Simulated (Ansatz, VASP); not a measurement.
## CuI in VASP and in Ansatz

```
Cu I
1.0
     4.08202    0.00000    0.00000
     0.00000    4.08202    0.00000
     0.00000    0.00000    6.61013
Cu I
2 2
Direct
  0.50000 0.50000 0.00000
  0.00000 0.00000 0.00000
  0.50000 0.00000 0.25051
  0.00000 0.50000 0.74949
```

Change from the starting cell: equal strain along all axes, cell held, atoms relaxed: +2.0 %.

Alike in both runs: functional PBEsol; k mesh 8 × 8 × 4; occupations gaussian, width 0.02 eV; no spin polarisation.

Ansatz relaxed the structure, and its values are those at the end. VASP's run is a single point on that final structure, the one shown.

|  | VASP | Ansatz |
| --- | --- | --- |
| version | VASP 6.6.1 | Ansatz 0.2.0 |
| potentials or method | VASP PAW PBE potentials, release 64 (Cu, I), cutoff 520 eV | scalar-relativistic, plane waves, PAW |
| valence electrons in the cell | 36 | 72 |

```csv
,VASP,Ansatz,Ansatz less VASP
gap on the k mesh at the Fermi level (eV),1.57,1.56,-0.012
least direct gap on the mesh (eV),1.57,1.56,-0.012
pressure (GPa),-0.7,-0.8,-0.14
rms of the force components (eV/Å),0.009,0.000,-0.0088
```

VASP's potentials were made for PBE, not for PBEsol. VASP's potentials hold 36 valence electrons a cell and Ansatz's 72, so a difference there can come from the potentials and not from the codes. Ansatz's warnings: stress scf threshold loose.

Neither program's run includes spin-orbit coupling.
